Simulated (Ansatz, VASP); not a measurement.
## GaP: VASP beside Ansatz

```
Ga P
1.0
     0.00000    2.72525    2.72525
     2.72525    0.00000    2.72525
     2.72525    2.72525    0.00000
Ga P
1 1
Direct
  0.00000 0.00000 0.00000
  0.25000 0.25000 0.25000
```

Alike in both runs: task single point; functional PBE; k mesh 6 × 6 × 6; occupations gaussian, width 0.05 eV; no spin polarisation.

|  | VASP | Ansatz |
| --- | --- | --- |
| version | VASP 6.6.1 | Ansatz 0.2.0 |
| potentials or method | VASP PAW PBE potentials, release 64 (Ga_d, P), cutoff 500 eV | plane waves, PAW |
| valence electrons in the cell | 18 | 18 |

```csv
,VASP,Ansatz,Ansatz less VASP
pressure (GPa),2.4,2.5,+0.09
```

The functional is the same, so the differences come from potentials, cutoffs and numerics. Ansatz's warnings: stress scf threshold loose.
